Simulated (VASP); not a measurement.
Wanted: the native input for a VASP 6.6.1 run.

- Task: relaxation of cell and atoms
- Functional: PBE
- Potentials or basis: VASP PAW PBE potentials, release 64 (Ti_sv, Al, F)
- Cutoff: 600 eV
- k mesh: 10 × 10 × 10
- Occupations: gaussian, width 0.1 eV
- Spin: no spin polarisation
- Dipole correction: no
- Further INCAR settings: ALGO = Normal; EDIFF = 1e-07; IBRION = 2; EDIFFG = -0.01; NSW = 100; ISIF = 3

The structure of TiAl3F lies in POSCAR:

```
TiAl3F
1.0
    4.2593809657      0.0000000000      0.0000000000
    0.0000000000      4.2593809657      0.0000000000
    0.0000000000      0.0000000000      4.2593809657
Ti Al F
1 3 1
Direct
    0.0000000000      0.0000000000      0.0000000000
    0.0000000000      0.5000000000      0.5000000000
    0.5000000000      0.0000000000      0.5000000000
    0.5000000000      0.5000000000      0.0000000000
    0.5000000000      0.5000000000      0.5000000000
```

The cell was generated, and may not be a known phase.

These files were run (other wordings do the same):

INCAR

```
  PREC = Accurate
  ENCUT = 600
  EDIFF = 1E-7
  ISMEAR = 0
  SIGMA = 0.1
  LREAL = False
  LASPH = True
  NELM = 100
  ALGO = Normal
  ISIF = 3
  LWAVE = False
  LCHARG = False
  GGA = PE
  IBRION = 2
  NSW = 100
  EDIFFG = -0.01
```

KPOINTS

```
Automatic mesh
0
Gamma
  10 10 10
```

Potentials or basis: VASP PAW PBE potentials, release 64 (Ti_sv, Al, F).

Launch:

```console
$ cat potpaw_PBE.64/Ti_sv/POTCAR potpaw_PBE.64/Al/POTCAR potpaw_PBE.64/F/POTCAR > POTCAR
$ mpirun -np 1 vasp_std > vasp.out
```

Results of the run:

- Relaxed volume: 15.31 Å³/atom
- Relaxed cell: a = 4.246 Å, b = 4.246 Å, c = 4.246 Å, α = 90.00°, β = 90.00°, γ = 90.00°
- Space group after relaxing (to 0.1 Å): Pm-3m (No. 221)
- Energy gained by relaxing: 0.3 meV/atom
- Ionic steps: 2
- Pressure after relaxing: 0.1 GPa
- Band gap on the k mesh: zero (bands 14 and 15 overlap by 0.51 eV)

It took 97 s on 1 thread of AMD EPYC 9R45 96-Core Processor (Zen 5), on a shared host, peak memory 0.25 GiB.
